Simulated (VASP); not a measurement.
# Zr (P6_3/mmc) in VASP: notebook

The runs below take Zr through single point, with LDA.

Program: VASP 6.6.1. These are calculated values, not measurements. Logs are shortened: lines on timing, memory, paths and dates and some standing lists are left out, and cuts for length are marked.

### Step 1. The cell of the first run

It takes space group P6_3/mmc (No. 194, hexagonal). Conventional cell: a = 3.127 Å, b = 3.127 Å, c = 10.277 Å, α = 90.00°, β = 90.00°, γ = 120.00°. Zr (site symmetry -3m) has 12 Zr at 3.13 to 3.14 Å within 4.1 Å. Within 4.1 Å of Zr (site symmetry -6m2) lie 12 Zr at 3.13 to 3.14 Å.

### Step 2. Single point, LDA

Input file INCAR:

```
PREC = Accurate
ENCUT = 520
EDIFF = 1E-7
ISMEAR = -1
SIGMA = 0.1
LREAL = F
LASPH = T
NELM = 100
ALGO = Normal
ISIF = 2
LWAVE = F
LCHARG = T
GGA = CA
LELF = T
LVHAR = T
NBANDS = 32
```

Input file KPOINTS:

```
Automatic mesh
0
Gamma
  11 11 3
```

Input file POSCAR:

```
Zr
1.0
    3.1265238884      0.0000000000      0.0000000000
   -1.5632619442      2.7076491129      0.0000000000
    0.0000000000      0.0000000000     10.2769611226
Zr
4
Direct
    0.0000000000      1.0000000000      0.0000000000
    0.0000000000      1.0000000000      0.5000000000
    0.3333333333      0.6666666667      0.2500000000
    0.6666666667      0.3333333333      0.7500000000
```

Potentials or basis: VASP PAW LDA potentials, release 64 (Zr_sv).

The run is started by

```bash
cat potpaw_LDA.64/Zr_sv/POTCAR > POTCAR
mpirun -np 1 vasp_std > vasp.out
```

OUTCAR:

```text
PREC = Accurate
   ENCUT = 520
   EDIFF = 1E-7
   ISMEAR = -1
   LREAL = F
   LASPH = T
   NELM = 100
   ISIF = 2
   GGA = CA

 ion  position               nearest neighbor table
   1  0.000  0.000  0.000-   3 3.14   4 3.14   4 3.14   3 3.14   4 3.14   3 3.14
   2  0.000  0.000  0.500-   3 3.14   4 3.14   4 3.14   3 3.14   4 3.14   3 3.14
   3  0.333  0.667  0.250-   1 3.14   2 3.14   1 3.14   2 3.14   1 3.14   2 3.14
   4  0.667  0.333  0.750-   1 3.14   2 3.14   1 3.14   2 3.14   1 3.14   2 3.14

  LATTYP: Found a hexagonal cell.
 ALAT       =     3.1265238884
 C/A-ratio  =     3.2870246604

  Lattice vectors:

 A1 = (   3.1265238884,   0.0000000000,   0.0000000000)
 A2 = (  -1.5632619442,   2.7076491129,   0.0000000000)
 A3 = (   0.0000000000,   0.0000000000,  10.2769611226)

Analysis of symmetry for initial positions (statically):
=====================================================================
 Subroutine PRICEL returns:
 Original cell was already a primitive cell.

 Routine SETGRP: Setting up the symmetry group for a
 hexagonal supercell.

 Subroutine GETGRP returns: Found 24 space group operations
 (whereof 12 operations were pure point group operations)
 out of a pool of 24 trial point group operations.

The static configuration has the point symmetry D_3d.
 The point group associated with its full space group is D_6h.

Analysis of symmetry for dynamics (positions and initial velocities):
=====================================================================
 Subroutine PRICEL returns:
 Original cell was already a primitive cell.

 Routine SETGRP: Setting up the symmetry group for a
 hexagonal supercell.

 Subroutine GETGRP returns: Found 24 space group operations
 (whereof 12 operations were pure point group operations)
 out of a pool of 24 trial point group operations.

The dynamic configuration has the point symmetry D_3d.
 The point group associated with its full space group is D_6h.

 Subroutine INISYM returns: Found 24 space group operations
 (whereof 12 operations are pure point group operations),
 and found     1 'primitive' translations

----------------------------------------------------------------------------------------

                                     Primitive cell

  volume of cell :      86.9999

[... 88 lines left out ...]
   LSORBIT =      F    spin-orbit coupling
   LASPH  =      T    aspherical Exc in radial PAW
   ENCUT  =  520.0 eV  38.22 Ry    6.18 a.u.   5.81  5.81 19.11*2*pi/ulx,y,z
   NELM   =    100;   NELMIN=  2; NELMDL= -5     # of ELM steps
   EDIFF  = 0.1E-06   stopping-criterion for ELM
   LREAL  =      F    real-space projection
   EDIFFG = 0.1E-05   stopping-criterion for IOM
   NSW    =      0    number of steps for IOM
   IBRION =     -1    ionic relax: 0-MD 1-quasi-New 2-CG
   NFREE  =      0    steps in history (QN), initial steepest desc. (CG)
   ISIF   =      2    stress and relaxation
   ISYM   =      2    0-nonsym 1-usesym 2-fastsym
   POTIM  = 0.5000    time-step for ionic-motion
   TEBEG  =    0.0;   TEEND  =   0.0 temperature during run
   PSTRESS=    0.0 pullay stress
   NELECT =      48.0000    total number of electrons
   NUPDOWN=      -1.0000    fix difference up-down
   EMIN   =  10.00;   EMAX   =-10.00  energy-range for DOS
   EFERMI =   0.00;   METHOD = LEGACY
   ISMEAR =    -1;   SIGMA  =   0.10  broadening in eV -4-tet -1-fermi 0-gaus
   EFERMI_NEDOS =   21; number of points for ismear=-14 and -15
   IALGO  =     38    algorithm
   IMIX   =      4    mixing-type and parameters
     AMIX     =   0.40;   BMIX     =  1.00
     AMIX_MAG =   1.60;   BMIX_MAG =  1.00
  volume/ion in A,a.u.               =      21.75       146.78
  Fermi-wavevector in a.u.,A,eV,Ry     =   1.342710  2.537354 24.529545  1.802871
  Thomas-Fermi vector in A             =   2.470842
   LORBIT       =      0    0 simple, 1 ext, 2 COOP (PROOUT), +10 PAW based schemes
   GGA     = CA    functional components
   LHFCALC =     F    Hartree Fock is set to
   AEXX    =    0.0000 exact exchange contribution
   IVDW    =     0    specifies the selected vdW correction
   LEPSILON=     F    determine dielectric tensor
   LRPA    =     F    only Hartree local field effects (RPA)
 non-spin polarized calculation
  energy-cutoff  :      520.00
  volume of cell :       87.00
 maximum number of plane-waves:      2360
 NGX is ok and might be reduce to    24
   NGX = 11   NGY = 11   NGZ = 39

 number of electron      47.9999999 magnetization

 Free energy of the ion-electron system (eV)
  ---------------------------------------------------
  ext. energy  EPLUGINS =         0.00000000
  ---------------------------------------------------
  free energy    TOTEN  =       -37.10134085 eV

  energy without entropy =      -36.91268101  energy(sigma->0) =      -37.00701093

 E-fermi :   9.4854     XC(G=0): -11.6066

 val. band max:        9.4775364429   @ k =   0.0000   0.0000   0.0000
 cond. band min:       9.4874287184   @ k =   0.3636   0.0000   0.0000
 fundamental gap:      0.0098922754
 Fermi energy:         9.4854098047

 k-point     1 :       0.0000    0.0000    0.0000
  band No.  band energies     occupation
      1     -38.8511      2.00000
      2     -38.7769      2.00000
      3     -38.7366      2.00000
      4     -38.6604      2.00000
      5     -17.6053      2.00000
      6     -17.0358      2.00000
[... 829 lines left out ...]
     31      11.7245      0.00000
     32      11.9798      0.00000

 [... further k-points ...]

------------------------ aborting loop because EDIFF is reached ----------------------------------------

  FORCE on cell =-STRESS in cart. coord.  units (eV):
  Direction    XX          YY          ZZ          XY          YZ          ZX
  --------------------------------------------------------------------------------------
  -------------------------------------------------------------------------------------
  Total        0.0386811      0.0386811      0.0642208      0.0000000      0.0000000      0.0000000
  in kB        0.7123453      0.7123453      1.1826802      0.0000000      0.0000000      0.0000000
  external PRESSURE =       0.8691236 kB  Pullay stress =       0.0000000 kB

 VOLUME and BASIS-vectors are now :
 -----------------------------------------------------------------------------
  energy-cutoff  :      520.00
  volume of cell :       87.00
      direct lattice vectors                 reciprocal lattice vectors
     3.126523888  0.000000000  0.000000000     0.319844030  0.184662037  0.000000000
    -1.563261944  2.707649113  0.000000000     0.000000000  0.369324074  0.000000000
     0.000000000  0.000000000 10.276961123     0.000000000  0.000000000  0.097305029

 POSITION                                       TOTAL-FORCE (eV/Angst)
 -----------------------------------------------------------------------------------
      0.00000      0.00000      0.00000         0.000000      0.000000      0.000000
      0.00000      0.00000      5.13848         0.000000      0.000000      0.000000
     -0.00000      1.80510      2.56924        -0.000000      0.000000     -0.000000
      1.56326      0.90255      7.70772         0.000000      0.000000     -0.000000
 -----------------------------------------------------------------------------------
    total drift:                               -0.000000      0.000000     -0.000000

  FREE ENERGIE OF THE ION-ELECTRON SYSTEM (eV)
  ---------------------------------------------------
  free  energy   TOTEN  =       -37.1013408536 eV

  energy  without entropy=      -36.9126810121  energy(sigma->0) =      -37.00701093
```

Wall time 78 s (1 thread of Intel Xeon Platinum 8488C (Sapphire Rapids), shared host); peak memory 0.2 GiB.

What came out:

```
Free energy            : -37.1013 eV
Pressure               : 0.1 GPa
Band gap on the k mesh : zero (bands 24 and 25 overlap by 1.23 eV)
```

Levels at points of the mesh, in eV from the Fermi level:
```
           k point  band 20  band 21  band 22  band 23  band 24  band 25  band 26  band 27  band 28  band 29
(0.00, 0.00, 0.00)    -3.14    -0.05    -0.01     0.77     0.77     0.85     0.91     0.91     1.27     1.27
```

### Step 3. Single point, LDA (19.14 Å³/atom)

This run uses another cell than the first one, of 19.14 Å³/atom.

Input file INCAR:

```
PREC = Accurate
ENCUT = 520
EDIFF = 1E-6
ISMEAR = -1
SIGMA = 0.1
LREAL = F
LASPH = T
NELM = 60
ALGO = Normal
ISIF = 2
LWAVE = F
LCHARG = F
GGA = CA
NBANDS = 32
```

Input file KPOINTS:

```
regular mesh
0
Gamma
  13 13 4
```

Input file POSCAR:

```
Zr
1.0
    2.9960977285      0.0000000000      0.0000000000
   -1.4980488643      2.5946967451      0.0000000000
    0.0000000000      0.0000000000      9.8482471186
Zr
4
Direct
    0.0000000000      1.0000000000      0.0000000000
    0.0000000000      1.0000000000      0.5000000000
    0.3333333333      0.6666666667      0.2500000000
    0.6666666667      0.3333333333      0.7500000000
```

Potentials or basis: VASP PAW LDA potentials, release 64 (Zr_sv).

The run is started by

```bash
cat potpaw_LDA.64/Zr_sv/POTCAR > POTCAR
mpirun -np 1 vasp_std > vasp.out
```

OUTCAR:

```text
PREC = Accurate
   ENCUT = 520
   EDIFF = 1E-6
   ISMEAR = -1
   LREAL = F
   LASPH = T
   NELM = 60
   ISIF = 2
   GGA = CA

 ion  position               nearest neighbor table
   1  0.000  0.000  0.000-   3 3.01   4 3.01   4 3.01   3 3.01   4 3.01   3 3.01
   2  0.000  0.000  0.500-   3 3.01   4 3.01   4 3.01   3 3.01   4 3.01   3 3.01
   3  0.333  0.667  0.250-   1 3.01   2 3.01   1 3.01   2 3.01   1 3.01   2 3.01
   4  0.667  0.333  0.750-   1 3.01   2 3.01   1 3.01   2 3.01   1 3.01   2 3.01

  LATTYP: Found a hexagonal cell.
 ALAT       =     2.9960977285
 C/A-ratio  =     3.2870246604

  Lattice vectors:

 A1 = (   2.9960977285,   0.0000000000,   0.0000000000)
 A2 = (  -1.4980488643,   2.5946967451,   0.0000000000)
 A3 = (   0.0000000000,   0.0000000000,   9.8482471186)

Analysis of symmetry for initial positions (statically):
=====================================================================
 Subroutine PRICEL returns:
 Original cell was already a primitive cell.

 Routine SETGRP: Setting up the symmetry group for a
 hexagonal supercell.

[... 170 lines left out ...]
  energy without entropy =      -36.43820991  energy(sigma->0) =      -36.52099862

 E-fermi :  11.0669     XC(G=0): -12.2146

 val. band max:       11.0662529526   @ k =   0.1538   0.0000   0.5000
 cond. band min:      11.0719898878   @ k =   0.0000   0.0000   0.0000
 fundamental gap:      0.0057369352
 Fermi energy:        11.0669110184

 k-point     1 :       0.0000    0.0000    0.0000
  band No.  band energies     occupation
      1     -37.1205      2.00000
      2     -36.9967      2.00000
      3     -36.9333      2.00000
      4     -36.8040      2.00000
      5     -16.1512      2.00000
      6     -15.3306      2.00000
[... 829 lines left out ...]
     31      12.9254      0.00000
     32      13.1543      0.00000

 [... further k-points ...]

------------------------ aborting loop because EDIFF is reached ----------------------------------------

  FORCE on cell =-STRESS in cart. coord.  units (eV):
  Direction    XX          YY          ZZ          XY          YZ          ZX
  --------------------------------------------------------------------------------------
  -------------------------------------------------------------------------------------
  Total        7.3341256      7.3341256      8.3585967     -0.0000000      0.0000000      0.0000000
  in kB      153.4819838    153.4819838    174.9211946     -0.0000000      0.0000000      0.0000000
  external PRESSURE =     160.6283874 kB  Pullay stress =       0.0000000 kB

 VOLUME and BASIS-vectors are now :
 -----------------------------------------------------------------------------
  energy-cutoff  :      520.00
  volume of cell :       76.56
      direct lattice vectors                 reciprocal lattice vectors
     2.996097729  0.000000000  0.000000000     0.333767484  0.192700747  0.000000000
    -1.498048864  2.594696745  0.000000000     0.000000000  0.385401493  0.000000000
     0.000000000  0.000000000  9.848247119     0.000000000  0.000000000  0.101540913

 POSITION                                       TOTAL-FORCE (eV/Angst)
 -----------------------------------------------------------------------------------
      0.00000      0.00000      0.00000         0.000000     -0.000000     -0.000000
      0.00000      0.00000      4.92412         0.000000     -0.000000     -0.000000
     -0.00000      1.72980      2.46206        -0.000000     -0.000000     -0.000000
      1.49805      0.86490      7.38619         0.000000      0.000000      0.000000
 -----------------------------------------------------------------------------------
    total drift:                               -0.000000      0.000000     -0.000000

  FREE ENERGIE OF THE ION-ELECTRON SYSTEM (eV)
  ---------------------------------------------------
  free  energy   TOTEN  =       -36.6037873303 eV

  energy  without entropy=      -36.4382099069  energy(sigma->0) =      -36.52099862
```

OSZICAR:

```text
N       E                     dE             d eps       ncg     rms          rms(c)
DAV:   1     0.508372354450E+03    0.50837E+03   -0.26015E+04  4032   0.154E+03
DAV:   2     0.346090665364E+01   -0.50491E+03   -0.48867E+03  4536   0.460E+02
DAV:   3    -0.355158299425E+02   -0.38977E+02   -0.37081E+02  6776   0.915E+01
DAV:   4    -0.375517803119E+02   -0.20360E+01   -0.20227E+01  5736   0.197E+01
DAV:   5    -0.376095298929E+02   -0.57750E-01   -0.57732E-01  5928   0.310E+00    0.296E+01
DAV:   6    -0.367287460505E+02    0.88078E+00   -0.14168E+00  4432   0.795E+00    0.130E+01
DAV:   7    -0.366078467161E+02    0.12090E+00   -0.10956E+00  5480   0.622E+00    0.171E+00
DAV:   8    -0.365989499230E+02    0.88968E-02   -0.14204E-01  5352   0.269E+00    0.134E+00
DAV:   9    -0.366043696826E+02   -0.54198E-02   -0.61459E-02  5024   0.214E+00    0.392E-01
DAV:  10    -0.366037918098E+02    0.57787E-03   -0.52480E-03  5000   0.639E-01    0.270E-02
DAV:  11    -0.366037904618E+02    0.13480E-05   -0.26585E-04  5376   0.104E-01    0.254E-02
DAV:  12    -0.366037879609E+02    0.25009E-05   -0.13276E-05  5688   0.287E-02    0.780E-03
DAV:  13    -0.366037873303E+02    0.63066E-06   -0.13875E-06  2984   0.103E-02
   1 F= -.36603787E+02 E0= -.36520999E+02  d E =-.165577E+00
```

stdout:

```text
POSCAR found type information on POSCAR Zr
 POSCAR found :  1 types and       4 ions
 scaLAPACK will be used
 LDA part: xc-table for (Slater(with rela. corr.)+CA(PZ))
 , standard interpolation
 POSCAR, INCAR and KPOINTS ok, starting setup
 FFT: planning ... GRIDC
 FFT: planning ... GRID_SOFT
 FFT: planning ... GRID
 WAVECAR not read
 entering main loop
```

Run time: 2 min. Hardware: 1 thread of Intel Xeon Platinum 8488C (Sapphire Rapids), shared host; peak memory 0.24 GiB.

Results:

```
Free energy            : -36.6038 eV
Pressure               : 16.1 GPa
Band gap on the k mesh : zero (bands 24 and 25 overlap by 1.53 eV)
```

Caveat: the cell stands under pressure.

(Part 1 of 3 ends here.)
